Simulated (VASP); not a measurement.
# MgI2 (P-1) in VASP: a series of runs

The runs below take MgI2 through single point, with PBE.

All numbers are computed with VASP 6.6.1; they aren't measurements. Logs are shortened: lines on timing, memory, paths and dates and some standing lists are left out, and cuts for length are marked.

## 1. The cell of the first run

The typed cell holds 3 atoms: a = 4.210 Å, b = 4.208 Å, c = 8.025 Å, α = 87.93°, β = 94.14°, γ = 120.02°.

## 2. Single point, PBE (engineering shear strain xz -0.0733, normal strain along z +0.0267)

Contents of INCAR:

```
PREC     = Accurate       # precision mode
ENCUT    = 520            # plane-wave cutoff, eV
EDIFF    = 1E-7           # SCF threshold, eV
ISMEAR   = 0              # smearing method
SIGMA    = 0.05           # smearing width, eV
LREAL    = False          # projectors in reciprocal space
LASPH    = True           # aspherical terms in the spheres
NELM     = 80             # most SCF steps
ALGO     = Normal         # electronic algorithm
ISIF     = 2              # what is computed and relaxed
LWAVE    = False          # write WAVECAR
LCHARG   = True           # write CHGCAR
GGA      = PE             # functional
LELF     = True           # ELF
LVHAR    = True         
NBANDS   = 15             # bands
```

Contents of KPOINTS:

```
regular mesh
0
Gamma
  6 6 4
```

Contents of POSCAR:

```
MgI2
1.0
    4.2072027146      0.0000000000     -0.1541939795
   -2.1036013573      3.6435444297      0.0770969897
   -0.2862996457      0.0000000000      8.0202959420
Mg I
1 2
Direct
    0.0000000000      0.0000000000      0.0000000000
    0.3049237390      0.6668772650      0.7909962876
    0.6950762610      0.3331227350      0.2090037124
```

Potentials or basis: VASP PAW PBE potentials, release 64 (Mg, I).

On the command line:

```sh
$ cat potpaw_PBE.64/Mg/POTCAR potpaw_PBE.64/I/POTCAR > POTCAR
$ mpirun -np 1 vasp_std > vasp.out
```

OUTCAR:

```text
PREC = Accurate
   ENCUT = 520
   EDIFF = 1E-7
   ISMEAR = 0
   LREAL = False
   LASPH = True
   NELM = 80
   ISIF = 2
   GGA = PE

 ion  position               nearest neighbor table
   1  0.000  0.000  0.000-   3 2.95   2 2.95   3 2.95   2 2.95   2 2.95   3 2.95
   2  0.305  0.667  0.791-   1 2.95   1 2.95   1 2.95
   3  0.695  0.333  0.209-   1 2.95   1 2.95   1 2.95

  LATTYP: Found a base centered monoclinic cell.
 ALAT       =     4.2100273711
 B/A-ratio  =     1.7308887133
 C/A-ratio  =     1.9062594163
 COS(beta)  =    -0.0722523331

  Lattice vectors:

 A1 = (   2.1036013573,  -3.6435444297,  -0.0770969897)
 A2 = (   2.1036013573,   3.6435444297,  -0.0770969898)
 A3 = (  -0.2862996457,   0.0000000000,   8.0202959420)

Analysis of symmetry for initial positions (statically):
=====================================================================
 Subroutine PRICEL returns:
 Original cell was already a primitive cell.

 Routine SETGRP: Setting up the symmetry group for a
 base centered monoclinic supercell.

 Subroutine GETGRP returns: Found  2 space group operations
 (whereof  2 operations were pure point group operations)
 out of a pool of  4 trial point group operations.

The static configuration has the point symmetry S_2 .

Analysis of symmetry for dynamics (positions and initial velocities):
=====================================================================
 Subroutine PRICEL returns:
 Original cell was already a primitive cell.

 Routine SETGRP: Setting up the symmetry group for a
 base centered monoclinic supercell.

 Subroutine GETGRP returns: Found  2 space group operations
 (whereof  2 operations were pure point group operations)
 out of a pool of  4 trial point group operations.

The dynamic configuration has the point symmetry S_2 .

 Subroutine INISYM returns: Found  2 space group operations
 (whereof  2 operations are pure point group operations),
 and found     1 'primitive' translations

----------------------------------------------------------------------------------------

                                     Primitive cell

  volume of cell :     122.7833

  direct lattice vectors                    reciprocal lattice vectors
     4.207202715  0.000000000 -0.154193979     0.237998992  0.137229011  0.008495825
    -2.103601357  3.643544430  0.077096990     0.000000000  0.274458023  0.000000000
    -0.286299646  0.000000000  8.020295942     0.004575643  0.000000000  0.124847015

  length of vectors
     4.210027371  4.207909056  8.025404319     0.274859056  0.274458023  0.124930835

[... 95 lines left out ...]
   EMIN   =  10.00;   EMAX   =-10.00  energy-range for DOS
   EFERMI =   0.00;   METHOD = LEGACY
   ISMEAR =     0;   SIGMA  =   0.05  broadening in eV -4-tet -1-fermi 0-gaus
   EFERMI_NEDOS =   21; number of points for ismear=-14 and -15
   IALGO  =     38    algorithm
   IMIX   =      4    mixing-type and parameters
     AMIX     =   0.40;   BMIX     =  1.00
     AMIX_MAG =   1.60;   BMIX_MAG =  1.00
  volume/ion in A,a.u.               =      40.93       276.19
  Fermi-wavevector in a.u.,A,eV,Ry     =   0.829981  1.568437  9.372634  0.688869
  Thomas-Fermi vector in A             =   1.942621
   LORBIT       =      0    0 simple, 1 ext, 2 COOP (PROOUT), +10 PAW based schemes
   GGA     = PE    functional components
   LHFCALC =     F    Hartree Fock is set to
   AEXX    =    0.0000 exact exchange contribution
   IVDW    =     0    specifies the selected vdW correction
   LEPSILON=     F    determine dielectric tensor
   LRPA    =     F    only Hartree local field effects (RPA)
 non-spin polarized calculation
 Gauss-broadening in eV      SIGMA  =   0.05
  energy-cutoff  :      520.00
  volume of cell :      122.78
 maximum number of plane-waves:      3332
   NGX = 15   NGY = 15   NGZ = 29

 number of electron      16.0000001 magnetization

 Free energy of the ion-electron system (eV)
  ---------------------------------------------------
  ext. energy  EPLUGINS =         0.00000000
  ---------------------------------------------------
  free energy    TOTEN  =        -7.73845790 eV

  energy without entropy =       -7.73845789  energy(sigma->0) =       -7.73845789

 E-fermi :   0.9469     XC(G=0):  -7.3058

 val. band max:        0.7409466110   @ k =   0.0000   0.0000   0.0000
 cond. band min:       4.3136202230   @ k =   0.5000  -0.0000   0.5000
 fundamental gap:      3.5726736120
 Fermi energy:         0.9469198730

 k-point     1 :       0.0000    0.0000    0.0000
  band No.  band energies     occupation
      1     -11.0021      2.00000
      2     -10.4764      2.00000
      3      -2.2209      2.00000
      4       0.4104      2.00000
      5       0.4545      2.00000
      6       0.4633      2.00000
      7       0.7316      2.00000
      8       0.7409      2.00000
      9       4.4579      0.00000
     10       5.6420      0.00000
     11       7.4193      0.00000
     12       7.4282      0.00000
     13       7.5534      0.00000
     14       8.8636      0.00000
[... 401 lines left out ...]
      2     -10.2840      2.00000
      3      -2.2205      2.00000
      4      -1.5759      2.00000
      5      -0.6416      2.00000
      6      -0.2185      2.00000
      7       0.1951      2.00000
      8       0.4450      2.00000
      9       4.7592      0.00000
     10       6.5196      0.00000
     11       6.7027      0.00000
     12       7.8377      0.00000
     13       8.1868      0.00000
     14       8.6721      0.00000
     15       9.7689      0.00000

 [... further k-points ...]

------------------------ aborting loop because EDIFF is reached ----------------------------------------

  FORCE on cell =-STRESS in cart. coord.  units (eV):
  Direction    XX          YY          ZZ          XY          YZ          ZX
  --------------------------------------------------------------------------------------
  -------------------------------------------------------------------------------------
  Total       -0.0595513     -0.0459390     -0.0454485      0.0004499      0.0058088      0.0097460
  in kB       -0.7770741     -0.5994496     -0.5930496      0.0058709      0.0757982      0.1271737
  external PRESSURE =      -0.6565245 kB  Pullay stress =       0.0000000 kB

 VOLUME and BASIS-vectors are now :
 -----------------------------------------------------------------------------
  energy-cutoff  :      520.00
  volume of cell :      122.78
      direct lattice vectors                 reciprocal lattice vectors
     4.207202715  0.000000000 -0.154193979     0.237998992  0.137229011  0.008495825
    -2.103601357  3.643544430  0.077096990     0.000000000  0.274458023  0.000000000
    -0.286299646  0.000000000  8.020295942     0.004575643  0.000000000  0.124847015

 POSITION                                       TOTAL-FORCE (eV/Angst)
 -----------------------------------------------------------------------------------
      0.00000      0.00000      0.00000         0.000000      0.000000     -0.000000
     -0.34643      2.42980      6.34842        -0.000205     -0.001110      0.011364
      2.16373      1.21375      1.59478         0.000205      0.001110     -0.011364
 -----------------------------------------------------------------------------------
    total drift:                               -0.000000     -0.000000     -0.000000

  FREE ENERGIE OF THE ION-ELECTRON SYSTEM (eV)
  ---------------------------------------------------
  free  energy   TOTEN  =        -7.7384578950 eV

  energy  without entropy=       -7.7384578950  energy(sigma->0) =       -7.73845789
```

Run time: 94 s. Hardware: 1 thread of Intel Xeon Platinum 8488C (Sapphire Rapids), shared host; peak memory 0.33 GiB.

What came out:

```
Free energy            : -7.7385 eV
Pressure               : -0.1 GPa
Largest force          : 0.011 eV/Å
Band gap on the k mesh : 3.57 eV, indirect (least direct gap 3.72 eV)
```

Forces on the atoms (eV/Å):
```
Mg   0.000  0.000  0.000
I    0.000 -0.001  0.011
I    0.000  0.001 -0.011
```

Levels at points of the mesh, in eV from the valence-band top:
```
           k point  band 6  band 7  band 8  band 9  band 10  band 11
(0.00, 0.00, 0.00)   -0.28   -0.01    0.00    3.72     4.90     6.68
(0.50, 0.00, 0.00)   -1.13   -0.69   -0.40    3.69     5.52     5.89
(0.50, 0.50, 0.00)   -1.13   -0.57   -0.40    3.62     5.39     5.71
(0.00, 0.50, 0.00)   -1.14   -0.63   -0.40    3.66     5.44     5.81
(0.00, 0.00, 0.50)   -0.27   -0.02   -0.01    4.31     4.88     6.65
(0.50, 0.00, 0.50)   -1.11   -0.57   -0.43    3.57     5.37     5.67
(0.50, 0.50, 0.50)   -1.11   -0.69   -0.43    3.65     5.56     5.84
(0.00, 0.50, 0.50)   -1.12   -0.64   -0.43    3.61     5.45     5.74
```

Caveat: the cell differs from its parent crystal (engineering shear strain xz -0.0733, normal strain along z +0.0267); spin-orbit coupling is left out, which moves the levels of the heavy elements. A k mesh can miss the band edges.

## 3. Single point, PBE (engineering shear strain xz -0.2200, normal strain along z +0.0400)

Contents of INCAR:

```
SYSTEM = MgI2
PREC = Accurate
ENCUT = 520
EDIFF = 1E-7
ISMEAR = 0
SIGMA = 0.05
LREAL = .FALSE.
LASPH = .TRUE.
NELM = 60
ALGO = Normal
ISIF = 2
LWAVE = .FALSE.
LCHARG = .FALSE.
GGA = PE
NBANDS = 15
```

Contents of KPOINTS:

```
regular mesh
0
G
  6 6 4
  0 0 0
```

Contents of POSCAR:

```
MgI2
1.0
    4.2072027146      0.0000000000     -0.4627922986
   -2.1036013573      3.6435444297      0.2313961493
   -0.8592895233      0.0000000000      8.1241918571
Mg I
1 2
Direct
    0.0000000000      0.0000000000      0.0000000000
    0.2476567100      0.6670001051      0.7909819359
    0.7523432900      0.3329998949      0.2090180641
```

Potentials or basis: VASP PAW PBE potentials, release 64 (Mg, I).

On the command line:

```sh
$ cat potpaw_PBE.64/Mg/POTCAR potpaw_PBE.64/I/POTCAR > POTCAR
$ mpirun -np 1 vasp_std > vasp.out
```

OUTCAR:

```text
SYSTEM = MgI2
   PREC = Accurate
   ENCUT = 520
   EDIFF = 1E-7
   ISMEAR = 0
   LREAL = .FALSE.
   LASPH = .TRUE.
   NELM = 60
   ISIF = 2
   GGA = PE

 ion  position               nearest neighbor table
   1  0.000  0.000  0.000-   2 2.95   3 2.95   3 2.95   2 2.95   2 2.96   3 2.96
   2  0.248  0.667  0.791-   1 2.95   1 2.95   1 2.96
   3  0.752  0.333  0.209-   1 2.95   1 2.95   1 2.96

  LATTYP: Found a base centered monoclinic cell.
 ALAT       =     4.2325797563
 B/A-ratio  =     1.7216660474
 C/A-ratio  =     1.9301487827
 COS(beta)  =    -0.2132858451

  Lattice vectors:

 A1 = (   2.1036013573,  -3.6435444297,  -0.2313961493)
 A2 = (   2.1036013573,   3.6435444297,  -0.2313961493)
 A3 = (  -0.8592895233,   0.0000000000,   8.1241918571)

Analysis of symmetry for initial positions (statically):
=====================================================================
 Subroutine PRICEL returns:
 Original cell was already a primitive cell.

 Routine SETGRP: Setting up the symmetry group for a
 base centered monoclinic supercell.

 Subroutine GETGRP returns: Found  2 space group operations
 (whereof  2 operations were pure point group operations)
 out of a pool of  4 trial point group operations.

The static configuration has the point symmetry S_2 .

Analysis of symmetry for dynamics (positions and initial velocities):
=====================================================================
 Subroutine PRICEL returns:
 Original cell was already a primitive cell.

 Routine SETGRP: Setting up the symmetry group for a
 base centered monoclinic supercell.

 Subroutine GETGRP returns: Found  2 space group operations
 (whereof  2 operations were pure point group operations)
 out of a pool of  4 trial point group operations.

The dynamic configuration has the point symmetry S_2 .

 Subroutine INISYM returns: Found  2 space group operations
 (whereof  2 operations are pure point group operations),
 and found     1 'primitive' translations

[... 127 lines left out ...]
 non-spin polarized calculation
 Gauss-broadening in eV      SIGMA  =   0.05
  energy-cutoff  :      520.00
  volume of cell :      123.09
 maximum number of plane-waves:      3335
   NGX = 15   NGY = 15   NGZ = 31

 number of electron      15.9999999 magnetization

 Free energy of the ion-electron system (eV)
  ---------------------------------------------------
  ext. energy  EPLUGINS =         0.00000000
  ---------------------------------------------------
  free energy    TOTEN  =        -7.73663021 eV

  energy without entropy =       -7.73663021  energy(sigma->0) =       -7.73663021

 E-fermi :   0.9858     XC(G=0):  -7.2934

 val. band max:        0.7169527492   @ k =   0.0000   0.0000   0.0000
 cond. band min:       4.2551772532   @ k =   0.5000   0.0000   0.5000
 fundamental gap:      3.5382245039
 Fermi energy:         0.9858182288

 k-point     1 :       0.0000    0.0000    0.0000
  band No.  band energies     occupation
      1     -11.0094      2.00000
      2     -10.4787      2.00000
      3      -2.2290      2.00000
      4       0.4229      2.00000
      5       0.4278      2.00000
      6       0.4393      2.00000
      7       0.6833      2.00000
      8       0.7170      2.00000
      9       4.4227      0.00000
     10       5.6142      0.00000
     11       7.3249      0.00000
     12       7.4018      0.00000
     13       7.5596      0.00000
     14       8.7453      0.00000
[... 401 lines left out ...]
      2     -10.3027      2.00000
      3      -2.2117      2.00000
      4      -1.5966      2.00000
      5      -0.5874      2.00000
      6      -0.2364      2.00000
      7       0.0972      2.00000
      8       0.4310      2.00000
      9       4.7764      0.00000
     10       6.4548      0.00000
     11       6.6483      0.00000
     12       7.8555      0.00000
     13       8.1776      0.00000
     14       8.9344      0.00000
     15       9.6401      0.00000

 [... further k-points ...]

------------------------ aborting loop because EDIFF is reached ----------------------------------------

  FORCE on cell =-STRESS in cart. coord.  units (eV):
  Direction    XX          YY          ZZ          XY          YZ          ZX
  --------------------------------------------------------------------------------------
  -------------------------------------------------------------------------------------
  Total       -0.1991559     -0.0788678     -0.0085261      0.0018444      0.0168216      0.0283768
  in kB       -2.5923191     -1.0265853     -0.1109801      0.0240071      0.2189585      0.3693680
  external PRESSURE =      -1.2432949 kB  Pullay stress =       0.0000000 kB

 VOLUME and BASIS-vectors are now :
 -----------------------------------------------------------------------------
  energy-cutoff  :      520.00
  volume of cell :      123.09
      direct lattice vectors                 reciprocal lattice vectors
     4.207202715  0.000000000 -0.462792299     0.240485577  0.137229011  0.025435975
    -2.103601357  3.643544430  0.231396149     0.000000000  0.274458023  0.000000000
    -0.859289523  0.000000000  8.124191857     0.013699193  0.000000000  0.124538119

 POSITION                                       TOTAL-FORCE (eV/Angst)
 -----------------------------------------------------------------------------------
      0.00000      0.00000      0.00000         0.000000      0.000000     -0.000000
     -1.04084      2.43024      6.46582         0.001008     -0.000304      0.011789
      2.28515      1.21330      1.42698        -0.001008      0.000304     -0.011789
 -----------------------------------------------------------------------------------
    total drift:                                0.000000      0.000000     -0.000000

  FREE ENERGIE OF THE ION-ELECTRON SYSTEM (eV)
  ---------------------------------------------------
  free  energy   TOTEN  =        -7.7366302099 eV

  energy  without entropy=       -7.7366302099  energy(sigma->0) =       -7.73663021
```

Wall time 97 s (1 thread of Intel Xeon Platinum 8488C (Sapphire Rapids), shared host); peak memory 0.32 GiB.

Results:

```
Free energy            : -7.7366 eV
Pressure               : -0.1 GPa
Largest force          : 0.012 eV/Å
Band gap on the k mesh : 3.54 eV, indirect (least direct gap 3.71 eV)
```

Forces in eV/Å, atoms in the order of the input:
```
Mg   0.000  0.000  0.000
I    0.001  0.000  0.012
I   -0.001  0.000 -0.012
```

Caveat: the cell differs from its parent crystal (engineering shear strain xz -0.2200, normal strain along z +0.0400); spin-orbit coupling is left out, which moves the levels of the heavy elements. A k mesh can miss the band edges.
